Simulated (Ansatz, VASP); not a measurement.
Two plane-wave programs on CdSe

INCAR

```
SYSTEM = CdSe
  PREC = Accurate
  ENCUT = 520
  EDIFF = 1E-6
  ISMEAR = 0
  SIGMA = 0.02
  LREAL = .FALSE.
  LASPH = .TRUE.
  NELM = 100
  ALGO = Normal
  ISIF = 2
  LWAVE = .FALSE.
  LCHARG = .FALSE.
  GGA = PE
  NBANDS = 16
```

KPOINTS

```
regular mesh
0
G
  10 10 10
  0 0 0
```

Contents of POSCAR:

```
CdSe
1.0
    0.0000000000      3.0351639741      3.0351639741
    3.0351639741      0.0000000000      3.0351639741
    3.0351639741      3.0351639741      0.0000000000
Cd Se
1 1
Direct
    0.0000000000      0.0000000000      0.0000000000
    0.7500000000      0.7500000000      0.7500000000
```

Input for Ansatz:

```yaml
crystal:
  lattice:
    - [0.0, 3.0351639618, 3.0351639618]
    - [3.0351639618, 0.0, 3.0351639618]
    - [3.0351639618, 3.0351639618, 0.0]
  atoms:
    - { symbol: Cd, position: [0.0, 0.0, 0.0] }
    - { symbol: Se, position: [0.75, 0.75, 0.75] }
basis:
  ecutwfc: 420
kpoints:
  mp_grid: { grid: [10, 10, 10] }
hamiltonian:
  xc: pbe
scf:
  occupations: { method: gaussian, width: 0.02 }
output:
  forces: true
  stress: true
  eigenvalues: true
```

Alike in both runs: task single point; functional PBE; k mesh 10 × 10 × 10; occupations gaussian, width 0.02 eV; no spin polarisation.

|  | VASP | Ansatz |
| --- | --- | --- |
| version | VASP 6.6.1 | Ansatz 0.2.0 |
| potentials or method | VASP PAW PBE potentials, release 64 (Cd, Se), cutoff 520 eV | scalar-relativistic, plane waves, PAW |
| valence electrons in the cell | 18 | 36 |

Ansatz gave:

* gap on the k mesh at the Fermi level (eV): 0.62
* least direct gap on the mesh (eV): 0.62
* pressure (GPa): 3.2

Task: Which values does VASP return?

Result: gap on the k mesh at the Fermi level (eV): 0.62; least direct gap on the mesh (eV): 0.62; pressure (GPa): 3.5.

The functional is the same, so the differences come from potentials, cutoffs and numerics. VASP's potentials hold 18 valence electrons a cell and Ansatz's 36, so a difference there can come from the potentials and not from the codes.
